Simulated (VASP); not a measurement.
**SnO2: single point with PBE+D3(BJ)**

System: SnO2, a sheet with vacuum.

```
Sn O
1.0
     2.79804    0.00000    0.00000
     0.00000    2.79804    0.00000
     0.00000    0.00000   38.17273
Sn O
2 4
Direct
  0.00000 0.00000 0.20633
  0.00000 0.00000 0.34380
  0.50000 0.50000 0.23771
  0.50000 0.50000 0.17521
  0.50000 0.50000 0.37492
  0.50000 0.50000 0.31242
```

```
Program             : VASP 6.6.1
Task                : single point
Functional          : PBE
Dispersion          : D3(BJ)
Potentials or basis : VASP PAW PBE potentials, release 64 (Sn_d, O)
Cutoff              : 520 eV
k mesh              : 6 × 6 × 1
Occupations         : gaussian, width 0.1 eV
Spin                : no spin polarisation
```

```json
{
 "Largest force": "0.054 eV/Å",
 "Band gap on the k mesh": "zero (bands 26 and 27 overlap by 0.36 eV)",
 "Dispersion energy per atom": "-0.157 eV"
}
```

Forces on the atoms (eV/Å):
```
Sn   0.000  0.000  0.009
Sn   0.000  0.000 -0.009
O    0.000  0.000  0.024
O    0.000  0.000 -0.054
O    0.000  0.000  0.054
O    0.000  0.000 -0.024
```

Levels at points of the mesh, in eV from the Fermi level:
```
           k point  band 24  band 25  band 26  band 27  band 28  band 29
(0.00, 0.00, 0.00)    -0.98    -0.98    -0.82    -0.35     0.11     4.04
(0.50, 0.00, 0.00)    -0.97    -0.65    -0.15     2.92     3.07     4.01
(0.50, 0.50, 0.00)    -2.28    -1.07    -1.03    -0.38     0.02     5.07
```

Run time: 4.8 min on 1 thread of Intel Xeon 8259CL, on a shared host, peak memory 0.44 GiB.

Caveat: the k points lie up to 0.37 Å⁻¹ apart; spin-orbit coupling is left out, which moves the levels of the heavy elements.
